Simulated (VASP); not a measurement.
Set up this calculation in VASP 6.6.1, as the native input.

```yaml
Task: single point
Functional: r2SCAN
Potentials_or_basis: VASP PAW PBE potentials, release 64 (Al, Ga_d, N)
Cutoff: 520 eV
k_mesh: 6 × 6 × 6
Occupations: gaussian, width 0.05 eV
Spin: no spin polarisation
Dipole_correction: no
Further_INCAR_settings: ALGO = Normal; EDIFF = 1e-06; NBANDS = 41
```

AlGa3N4:

```
CELL_PARAMETERS angstrom
4.47169 0.00000 0.00000
0.00000 4.47169 0.00000
0.00000 0.00000 4.47169
ATOMIC_POSITIONS crystal
Al 0.00000 0.00000 0.00000
Ga 0.50000 0.50000 0.00000
Ga 0.50000 0.00000 0.50000
Ga 0.00000 0.50000 0.50000
N 0.75571 0.75571 0.24429
N 0.75571 0.24429 0.75571
N 0.24429 0.75571 0.75571
N 0.24429 0.24429 0.24429
```

One way to write it, as run:

POSCAR

```
AlGa3N4
1.0
    4.4716853600      0.0000000000      0.0000000000
    0.0000000000      4.4716853600      0.0000000000
    0.0000000000      0.0000000000      4.4716853600
Al Ga N
1 3 4
Direct
    0.0000000000      0.0000000000      0.0000000000
    0.5000000000      0.5000000000      0.0000000000
    0.5000000000      0.0000000000      0.5000000000
    0.0000000000      0.5000000000      0.5000000000
    0.7557144200      0.7557144200      0.2442855800
    0.7557144200      0.2442855800      0.7557144200
    0.2442855800      0.7557144200      0.7557144200
    0.2442855800      0.2442855800      0.2442855800
```

INCAR.step1

```
SYSTEM = AlGa3N4
ALGO = Normal ; EDIFF = 1E-4
ENCUT = 520 ; GGA = PE
ISMEAR = 0 ; LASPH = .TRUE.
LCHARG = .FALSE. ; LREAL = .FALSE.
LWAVE = .TRUE. ; NBANDS = 41
NELM = 100 ; PREC = Accurate
SIGMA = 0.05
```

INCAR.step2

```
SYSTEM = AlGa3N4
ALGO = Normal ; EDIFF = 1E-6
ENCUT = 520 ; ISIF = 2
ISMEAR = 0 ; ISTART = 1
LASPH = .TRUE. ; LCHARG = .TRUE.
LELF = .TRUE. ; LMIXTAU = .TRUE.
LREAL = .FALSE. ; LVHAR = .TRUE.
LWAVE = .FALSE. ; METAGGA = R2SCAN
NBANDS = 41 ; NELM = 100
PREC = Accurate ; SIGMA = 0.05
```

KPOINTS

```
k-points
0
G
  6 6 6
  0 0 0
```

Potentials or basis: VASP PAW PBE potentials, release 64 (Al, Ga_d, N).

Launch:

```console
$ cat potpaw_PBE.64/Al/POTCAR potpaw_PBE.64/Ga_d/POTCAR potpaw_PBE.64/N/POTCAR > POTCAR
$ cp INCAR.step1 INCAR
$ mpirun -np 1 vasp_std > vasp.out
$ cp INCAR.step2 INCAR
$ mpirun -np 1 vasp_std > vasp.out
```

It gave:

| Item | Value |
| --- | --- |
| Pressure | -0.2 GPa |
| Largest force | 0.006 eV/Å |
| Band gap on the k mesh | 2.79 eV, direct |

Caveat: the PAW data sets were made with another functional, which shifts forces and pressure a little.

It took 3.7 min on 1 thread of Intel(R) Xeon(R) Platinum 8259CL CPU @ 2.50GHz (Skylake/Cascade Lake) (shared host), peak memory 0.25 GiB.
